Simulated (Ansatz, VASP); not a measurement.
## One calculation of NiO, two programs

```
Ni O
1.0
     0.00000    2.28355    2.28355
     2.28355    0.00000    2.28355
     2.28355    2.28355    0.00000
Ni O
1 1
Direct
  0.00000 0.00000 0.00000
  0.25000 0.25000 0.25000
```

Alike in both runs: functional PBE-based screened hybrid; k mesh 5 × 5 × 5; occupations fermi-dirac, width 0.05 eV; collinear spin.

```csv
,VASP,Ansatz
version,VASP 6.6.1,Ansatz 0.2.0
potentials or method,"VASP PAW PBE potentials, release 64 (Ni, O)",Ansatz PAW
plane-wave cutoff (eV),520,420
valence electrons in the cell,16,24
task,single point,band structure
```

VASP gave:

* gap on the k mesh at the Fermi level (eV): none
* pressure (GPa): -10.7
* net moment per atom (μB): 1.00
* size of the moment on the site where the two differ most (μB): 1.65

Task: Which values does Ansatz return?

Result: gap on the k mesh at the Fermi level (eV): none; pressure (GPa): -11.2; net moment per atom (μB): 1.00; size of the moment on the site where the two differ most (μB): 1.67.

VASP's potentials were made for PBE, not for PBE-based screened hybrid. Site moments also hang on the region over which each program counts them. A gap of «none» marks a metal or a gap that the smearing closes. VASP's potentials hold 16 valence electrons a cell and Ansatz's 24, so a difference there can come from the potentials and not from the codes.

The k mesh is coarse, so the values compare programs but aren't converged. Noted on Ansatz's run: the magnetic or orbital state may not be the lowest.
